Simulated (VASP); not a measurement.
# Sr (Fm-3m) in VASP: notebook, part 2 of 2

VASP 6.6.1. Earlier steps stand in the parts before.

## 3. Single point, PBE

INCAR reads:

```
  PREC = Accurate
  ENCUT = 520
  EDIFF = 1E-7
  ISMEAR = -1
  SIGMA = 0.3
  LREAL = F
  LASPH = T
  NELM = 100
  ALGO = Normal
  ISIF = 2
  LWAVE = F
  LCHARG = F
  GGA = PE
  NBANDS = 11
```

KPOINTS reads:

```
regular mesh
0
Gamma
  9 9 9
```

POSCAR reads:

```
Sr
1.0
    0.0000000000      3.0191365063      3.0191365063
    3.0191365063      0.0000000000      3.0191365063
    3.0191365063      3.0191365063      0.0000000000
Sr
1
Direct
    0.0000000000      0.0000000000      0.0000000000
```

Potentials or basis: VASP PAW PBE potentials, release 64 (Sr_sv).

The run is started by

```bash
> cat potpaw_PBE.64/Sr_sv/POTCAR > POTCAR
> mpirun -np 1 vasp_std > vasp.out
```

OUTCAR:

```text
PREC = Accurate
   ENCUT = 520
   EDIFF = 1E-7
   ISMEAR = -1
   LREAL = F
   LASPH = T
   NELM = 100
   ISIF = 2
   GGA = PE

 ion  position               nearest neighbor table
   1  0.000  0.000  0.000-

  LATTYP: Found a face centered cubic cell.
 ALAT       =     6.0382730126

  Lattice vectors:

 A1 = (   0.0000000000,   3.0191365063,   3.0191365063)
 A2 = (   3.0191365063,   0.0000000000,   3.0191365063)
 A3 = (   3.0191365063,   3.0191365063,   0.0000000000)

Analysis of symmetry for initial positions (statically):
=====================================================================
 Subroutine PRICEL returns:
 Original cell was already a primitive cell.

 Routine SETGRP: Setting up the symmetry group for a
 face centered cubic supercell.

 Subroutine GETGRP returns: Found 48 space group operations
 (whereof 48 operations were pure point group operations)
 out of a pool of 48 trial point group operations.

The static configuration has the point symmetry O_h .

Analysis of symmetry for dynamics (positions and initial velocities):
=====================================================================
 Subroutine PRICEL returns:
 Original cell was already a primitive cell.

 Routine SETGRP: Setting up the symmetry group for a
 face centered cubic supercell.

 Subroutine GETGRP returns: Found 48 space group operations
 (whereof 48 operations were pure point group operations)
 out of a pool of 48 trial point group operations.

The dynamic configuration has the point symmetry O_h .

 Subroutine INISYM returns: Found 48 space group operations
 (whereof 48 operations are pure point group operations),
 and found     1 'primitive' translations

----------------------------------------------------------------------------------------

                                     Primitive cell

  volume of cell :      55.0400

  direct lattice vectors                    reciprocal lattice vectors
     0.000000000  3.019136506  3.019136506    -0.165610266  0.165610266  0.165610266
[... 109 lines left out ...]
   GGA     = PE    functional components
   LHFCALC =     F    Hartree Fock is set to
   AEXX    =    0.0000 exact exchange contribution
   IVDW    =     0    specifies the selected vdW correction
   LEPSILON=     F    determine dielectric tensor
   LRPA    =     F    only Hartree local field effects (RPA)
 non-spin polarized calculation
  energy-cutoff  :      520.00
  volume of cell :       55.04
 maximum number of plane-waves:      1491
   NGX = 15   NGY = 15   NGZ = 15

 number of electron      10.0000000 magnetization

 Free energy of the ion-electron system (eV)
  ---------------------------------------------------
  ext. energy  EPLUGINS =         0.00000000
  ---------------------------------------------------
  free energy    TOTEN  =        -1.83333257 eV

  energy without entropy =       -1.44140643  energy(sigma->0) =       -1.63736950

 E-fermi :   1.4537     XC(G=0):  -7.3416

 val. band max:        1.4033244568   @ k =  -0.3333   0.3333   0.0000
 cond. band min:       1.4693518777   @ k =  -0.3333   0.4444   0.1111
 fundamental gap:      0.0660274209
 Fermi energy:         1.4537382188

 k-point     1 :       0.0000    0.0000    0.0000
  band No.  band energies     occupation
      1     -34.9935      2.00000
      2     -16.8856      2.00000
      3     -16.8856      2.00000
      4     -16.8856      2.00000
      5      -2.0581      1.99998
      6       3.9423      0.00050
      7       3.9423      0.00050
      8       3.9423      0.00050
      9       5.4171      0.00000
     10       5.4171      0.00000
     11       8.6790      0.00000
[... 309 lines left out ...]
 k-point    24 :       0.4444    0.4444    0.0000
  band No.  band energies     occupation
      1     -34.9756      2.00000
      2     -17.0647      2.00000
      3     -16.9549      2.00000
      4     -16.9549      2.00000
      5       0.8222      1.78279
      6       1.9780      0.29669
      7       2.6696      0.03415
      8       6.1964      0.00000
      9       6.1964      0.00000
     10       6.4280      0.00000
     11       7.5300      0.00000

 [... further k-points ...]

------------------------ aborting loop because EDIFF is reached ----------------------------------------

  FORCE on cell =-STRESS in cart. coord.  units (eV):
  Direction    XX          YY          ZZ          XY          YZ          ZX
  --------------------------------------------------------------------------------------
  -------------------------------------------------------------------------------------
  Total        0.0549412      0.0549412      0.0549412      0.0000000      0.0000000      0.0000000
  in kB        1.5993017      1.5993017      1.5993017      0.0000000      0.0000000      0.0000000
  external PRESSURE =       1.5993017 kB  Pullay stress =       0.0000000 kB

 VOLUME and BASIS-vectors are now :
 -----------------------------------------------------------------------------
  energy-cutoff  :      520.00
  volume of cell :       55.04
      direct lattice vectors                 reciprocal lattice vectors
     0.000000000  3.019136506  3.019136506    -0.165610266  0.165610266  0.165610266
     3.019136506  0.000000000  3.019136506     0.165610266 -0.165610266  0.165610266
     3.019136506  3.019136506  0.000000000     0.165610266  0.165610266 -0.165610266

 POSITION                                       TOTAL-FORCE (eV/Angst)
 -----------------------------------------------------------------------------------
      0.00000      0.00000      0.00000         0.000000      0.000000      0.000000
 -----------------------------------------------------------------------------------
    total drift:                                0.000000      0.000000      0.000000

  FREE ENERGIE OF THE ION-ELECTRON SYSTEM (eV)
  ---------------------------------------------------
  free  energy   TOTEN  =        -1.8333325721 eV

  energy  without entropy=       -1.4414064333  energy(sigma->0) =       -1.63736950
```

OSZICAR:

```text
N       E                     dE             d eps       ncg     rms          rms(c)
DAV:   1     0.351709650153E+02    0.35171E+02   -0.46827E+03   770   0.774E+02
DAV:   2    -0.850596293695E-01   -0.35256E+02   -0.34506E+02   917   0.152E+02
DAV:   3    -0.175652927762E+01   -0.16715E+01   -0.16488E+01  1125   0.246E+01
DAV:   4    -0.182941456368E+01   -0.72885E-01   -0.72639E-01  1025   0.468E+00
DAV:   5    -0.183054443316E+01   -0.11299E-02   -0.11296E-02  1066   0.493E-01    0.117E+01
DAV:   6    -0.183187110505E+01   -0.13267E-02   -0.79185E-03   921   0.997E-01    0.658E+00
DAV:   7    -0.183332658395E+01   -0.14555E-02   -0.12547E-02   833   0.128E+00    0.329E-01
DAV:   8    -0.183329656561E+01    0.30018E-04   -0.14041E-03  1159   0.224E-01    0.992E-02
DAV:   9    -0.183331958372E+01   -0.23018E-04   -0.32810E-05   931   0.454E-02    0.272E-02
DAV:  10    -0.183333319515E+01   -0.13611E-04   -0.69057E-06   956   0.193E-02    0.397E-03
DAV:  11    -0.183333266447E+01    0.53068E-06   -0.32178E-07   989   0.408E-03    0.221E-03
DAV:  12    -0.183333257211E+01    0.92362E-07   -0.61331E-08   622   0.161E-03
   1 F= -.18333326E+01 E0= -.16373695E+01  d E =-.391926E+00
```

stdout:

```text
POSCAR found type information on POSCAR Sr
 POSCAR found :  1 types and       1 ions
 scaLAPACK will be used
 LDA part: xc-table for (Slater+PW92), standard interpolation
 POSCAR, INCAR and KPOINTS ok, starting setup
 FFT: planning ... GRIDC
 FFT: planning ... GRID_SOFT
 FFT: planning ... GRID
 WAVECAR not read
 entering main loop
```

Run time: 7 s. Hardware: 1 thread of Intel Xeon 6975P-C (Granite Rapids), shared host; peak memory 0.17 GiB.

Results:

```
Free energy : -1.8333 eV
Pressure    : 0.2 GPa
```

## 4. Single point, PBE

INCAR reads:

```
SYSTEM = Sr
ALGO = Normal
EDIFF = 1E-7
ENCUT = 520
GGA = PE
ISIF = 2
ISMEAR = -1
LASPH = .True.
LCHARG = .False.
LREAL = .False.
LWAVE = .False.
NBANDS = 11
NELM = 100
PREC = Accurate
SIGMA = 0.6
```

KPOINTS reads:

```
k-points
0
Gamma
  9 9 9
  0 0 0
```

POSCAR is that of step 3.

The run is started by

```bash
> cat potpaw_PBE.64/Sr_sv/POTCAR > POTCAR
> mpirun -np 1 vasp_std > vasp.out
```

It took 7.1 s on 1 thread of Intel Xeon 6975P-C (Granite Rapids), shared host; peak memory 0.17 GiB.

It converged, with:

```
Free energy : -2.3906 eV
Pressure    : 0.5 GPa
```

Levels at points of the mesh, in eV from the Fermi level:
```tsv
k point	band 1	band 2	band 3	band 4	band 5	band 6	band 7	band 8	band 9	band 10
(0.00, 0.00, 0.00)	-36.17	-18.07	-18.07	-18.07	-3.32	2.71	2.71	2.71	4.19	4.19
```

## 5. The runs side by side

| smearing | pressure (GPa) |
| --- | --- |
| fermi-dirac 0.2 eV | 0.1 |
| fermi-dirac 0.3 eV | 0.2 |
| fermi-dirac 0.6 eV | 0.5 |

Alike in all rows: task single point; level PBE; potentials or basis VASP PAW PBE potentials, release 64 (Sr_sv); no spin polarisation; cell as given; k mesh 9 × 9 × 9; cutoff (eV) 520.

Absolute energies hang on the potentials; compare differences alone.
